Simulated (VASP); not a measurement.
A run of VASP 6.6.1 is set up as follows.

The input INCAR:

```
PREC = Accurate ; ENCUT = 520
EDIFF = 1E-7 ; ISMEAR = -1
SIGMA = 0.02 ; LREAL = False
LASPH = True ; NELM = 80
ALGO = Normal ; ISIF = 2
LWAVE = False ; LCHARG = False
GGA = PE ; NBANDS = 25
```

Contents of KPOINTS:

```
regular mesh
0
Gamma
  8 8 8
```

POSCAR

```
SiO2
1.0
   -2.3411961555      2.3411961555      3.4643437739
    2.3411961555     -2.3411961555      3.4643437739
    2.3411961555      2.3411961555     -3.4643437739
Si O
2 4
Direct
    0.0000000000      0.0000000000      0.0000000000
    0.7500000000      0.2500000000      0.5000000000
    1.0212153985      0.6250000000      0.8962153985
    0.3750000000      0.2712153985      0.3962153985
    0.7287846015      0.1250000000      0.1037846015
    0.8750000000     -0.0212153985      0.6037846015
```

Potentials or basis: VASP PAW PBE potentials, release 64 (Si, O).

Run with:

```bash
$ cat potpaw_PBE.64/Si/POTCAR potpaw_PBE.64/O/POTCAR > POTCAR
$ mpirun -np 1 vasp_std > vasp.out
```

(1) What does it give for the largest force?

(2) Predict the band gap on the k mesh.

(3) Predict the pressure.

Answers

(1) 0.395 eV/Å.

(2) 6.54 eV, indirect (least direct gap 6.59 eV).

(3) 11.5 GPa.

Caveat: the cell differs from its parent crystal (strain -5.3%).
